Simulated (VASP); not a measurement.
Ta: single point with r2SCAN

Crystal: Ta.

```xyz
2
Lattice="2.7436 0.0000 0.0000 -1.3718 2.3760 0.0000 0.0000 0.0000 5.1181" Properties=species:S:1:pos:R:3 pbc="T T T"
Ta    1.3718    0.7920    3.8386
Ta    0.0000    1.5840    1.2795
```

This cell differs from its parent crystal: strain -0.0500 x Voigt [1, 1, 0, 0, 0, 0].

```
Program             : VASP 6.6.1
Task                : single point
Functional          : r2SCAN
Potentials or basis : VASP PAW PBE potentials, release 64 (Ta_pv)
Cutoff              : 520 eV
k mesh              : 24 × 24 × 12
Occupations         : gaussian, width 0.15 eV
Spin                : no spin polarisation
```

```
Pressure               : 26.2 GPa
Band gap on the k mesh : zero (bands 11 and 12 overlap by 3.04 eV)
```

Stress tensor (GPa, compression positive):
```
31.90  0.00  0.00
 0.00 31.90  0.00
 0.00  0.00 14.94
```

Levels at points of the mesh, in eV from the Fermi level:
```tsv
k point	band 8	band 9	band 10	band 11	band 12	band 13	band 14	band 15
(0.00, 0.00, 0.00)	-5.68	-1.31	-0.35	0.76	0.76	1.33	1.33	4.12
(0.50, 0.00, 0.00)	-4.67	-4.14	-0.76	-0.09	0.41	1.48	6.53	8.20
(0.00, 0.00, 0.50)	-7.06	-1.76	-1.76	0.87	0.87	0.87	0.87	5.54
(0.50, 0.00, 0.50)	-5.11	-3.02	-3.02	2.04	2.04	3.40	3.40	6.44
```

Wall time 21 min on 1 thread of Intel Xeon 8259CL, on a shared host, peak memory 0.32 GiB.

Caveat: the cell differs from its parent crystal (strain -0.0500 x Voigt [1, 1, 0, 0, 0, 0]); the stress differs along the axes, from 15 to 32 GPa; the PAW data sets were made with another functional, which shifts forces and pressure a little; spin-orbit coupling is left out, which moves the levels of the heavy elements.
